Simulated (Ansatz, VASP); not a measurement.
## LiH in VASP and in Ansatz

INCAR

```
  PREC = Accurate
  ENCUT = 520
  EDIFF = 1E-8
  ISMEAR = -1
  SIGMA = 0.08
  LREAL = F
  LASPH = T
  NELM = 60
  ALGO = Normal
  ISIF = 2
  LWAVE = F
  LCHARG = F
  GGA = PE
  LEFG = T
  NBANDS = 9
```

Contents of KPOINTS:

```
regular mesh
0
Gamma
  14 14 14
```

The input POSCAR:

```
LiH
1.0
   -0.0100174624      2.0034924843      2.0034924843
    2.0034924843     -0.0100174624      2.0034924843
    1.9934750218      1.9934750218      0.0000000000
Li H
1 1
Direct
    0.0000000000      0.0000000000      0.0000000000
    0.5000000000      0.5000000000      0.5000000000
```

Input for Ansatz:

```yaml
crystal:
  lattice:
    - [-0.0100174624, 2.0034924843, 2.0034924843]
    - [2.0034924843, -0.0100174624, 2.0034924843]
    - [1.9934750218, 1.9934750218, 0.0]
  atoms:
    - { symbol: Li, position: [0.0, 0.0, 0.0] }
    - { symbol: H, position: [0.5, 0.5, 0.5] }
kpoints:
  mp_grid: { grid: [14, 14, 14] }
scf:
  occupations: { method: fermi_dirac, width: 0.08 }
hamiltonian:
  xc: pbe
  pseudopotentials: { kind: paw }
output:
  forces: true
  stress: true
  eigenvalues: true
  efg: { contact_densities: true }
```

Change from the starting cell: xy shear strain of -1 %, PAW files.

Alike in both runs: task electric field gradients; functional PBE; k mesh 14 × 14 × 14; occupations fermi-dirac, width 0.08 eV; no spin polarisation.

```csv
,VASP,Ansatz
version,VASP 6.6.1,Ansatz 0.2.0
potentials or method,"VASP PAW PBE potentials, release 64 (Li_sv, H)","PAW with Ansatz's default frozen-core files, scalar-relativistic"
plane-wave cutoff (eV),520,420
valence electrons in the cell,4,4
```

|  | VASP | Ansatz | Ansatz less VASP |
| --- | --- | --- | --- |
| gap on the k mesh at the Fermi level (eV) | 2.98 | 2.98 | +0.006 |

The functional is the same, so the differences come from potentials, cutoffs and numerics.

Noted on VASP's run: the cutoff is short for stress, so the pressure is rough.
